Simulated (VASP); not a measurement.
Here is a VASP 6.6.1 calculation.

The input INCAR:

```
SYSTEM = B
PREC = Accurate ; ENCUT = 520
EDIFF = 1E-6 ; ISMEAR = -1
SIGMA = 0.05 ; LREAL = .False.
LASPH = .True. ; NELM = 80
ALGO = Normal ; ISIF = 2
LWAVE = .False. ; LCHARG = .False.
GGA = PE ; NBANDS = 14
```

File KPOINTS:

```
regular mesh
0
Gamma
  15 15 5
  0 0 0
```

Contents of POSCAR:

```
B
1.0
    2.6894023450      0.0000000000      0.0000000000
   -1.3447011725      2.3290907518      0.0000000000
    0.0000000000      0.0000000000      3.2563774910
B
4
Direct
    0.0000000000      0.0000000000      0.2500000000
    0.0000000000      0.0000000000      0.7500000000
    0.3333333333      0.6666666667      0.2500000000
    0.6666666667      0.3333333333      0.7500000000
```

Potentials or basis: VASP PAW PBE potentials, release 64 (B).

Launch:

```bash
$ cat potpaw_PBE.64/B/POTCAR > POTCAR
$ mpirun -np 1 vasp_std > vasp.out
```

Q: Predict the pressure.

A: 144.1 GPa.

Q: Predict the band gap on the k mesh.

A: Zero (band 6 reaches 11.77 eV, above the bottom of band 7 at 9.20 eV).

Stress tensor (GPa, compression positive):
```
144.15   0.00   0.00
  0.00 144.15   0.00
  0.00   0.00 143.98
```

Caveat: the k points lie up to 0.39 Å⁻¹ apart.
